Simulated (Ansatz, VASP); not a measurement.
## GePt in VASP and in Ansatz

```
CELL_PARAMETERS angstrom
5.76457 0.00000 0.00000
0.00000 3.72260 0.00000
0.00000 0.00000 6.12086
ATOMIC_POSITIONS crystal
Ge 0.18690 0.25000 0.58766
Ge 0.31310 0.75000 0.08766
Ge 0.68690 0.25000 0.91234
Ge 0.81310 0.75000 0.41234
Pt 0.99673 0.25000 0.19337
Pt 0.50327 0.75000 0.69337
Pt 0.49673 0.25000 0.30663
Pt 0.00327 0.75000 0.80663
```

Alike in both runs: functional r2SCAN; k mesh 5 × 8 × 5; occupations fermi-dirac, width 0.1 eV; no spin polarisation.

Ansatz relaxed the structure, and its values are those at the end. VASP's run is a single point on that final structure, the one shown.

|  | VASP | Ansatz |
| --- | --- | --- |
| version | VASP 6.6.1 | Ansatz 0.2.0 |
| potentials or method | VASP PAW PBE potentials, release 64 (Ge_d, Pt), cutoff 520 eV | PAW plane waves |
| valence electrons in the cell | 96 | 128 |

```csv
,VASP,Ansatz,Ansatz less VASP
gap on the k mesh at the Fermi level (eV),none,none,-
pressure (GPa),0.2,0.0,-0.18
rms of the force components (eV/Å),0.006,0.001,-0.0056
```

VASP's potentials were made for PBE, not for r2SCAN. A gap of «none» marks a metal or a gap that the smearing closes. VASP's potentials hold 96 valence electrons a cell and Ansatz's 128, so a difference there can come from the potentials and not from the codes.

Spin-orbit coupling is off throughout.
